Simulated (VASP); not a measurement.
Input of a VASP 6.6.1 run:

The input INCAR:

```
PREC     = Accurate       # precision mode
ENCUT    = 520            # plane-wave cutoff, eV
EDIFF    = 1E-6           # SCF threshold, eV
ISMEAR   = 0              # smearing method
SIGMA    = 0.05           # smearing width, eV
LREAL    = False          # projectors in reciprocal space
LASPH    = True           # aspherical terms in the spheres
NELM     = 80             # most SCF steps
ALGO     = Normal         # electronic algorithm
ISIF     = 2              # what is computed and relaxed
LWAVE    = False          # write WAVECAR
LCHARG   = True           # write CHGCAR
GGA      = PE             # functional
LELF     = True           # ELF
LVHAR    = True         
NBANDS   = 11             # bands
```

File KPOINTS:

```
regular mesh
0
Gamma
  12 12 8
```

Contents of POSCAR:

```
MgO
1.0
    2.9377244759      0.0000000000      0.0000000000
   -1.4688622380      2.5441440255      0.0000000000
    0.0000000000      0.0000000000      2.6797873418
Mg O
1 1
Direct
    0.0308428631      0.0154214316      0.0231321473
    0.3333333333      0.6666666667      0.5000000000
```

Potentials or basis: VASP PAW PBE potentials, release 64 (Mg, O).

The run is started by

```sh
$ cat potpaw_PBE.64/Mg/POTCAR potpaw_PBE.64/O/POTCAR > POTCAR
$ mpirun -np 1 vasp_std > vasp.out
```

Q: What does it give for the largest force?

A: 0.333 eV/Å.

Q: What does it give for the band gap on the k mesh?

A: 3.00 eV, indirect (least direct gap 3.40 eV).

Q: What does it give for the pressure?

A: 0.1 GPa.

Stress tensor (GPa, compression positive):
```
0.04 0.02 0.66
0.02 0.01 0.38
0.66 0.38 0.15
```

Caveat: the cell differs from its parent crystal (all Mg atoms moved -0.100 Å, as atom 1 towards its neighbour atom 2 (O) at 2.161 Å). A k mesh can miss the band edges.
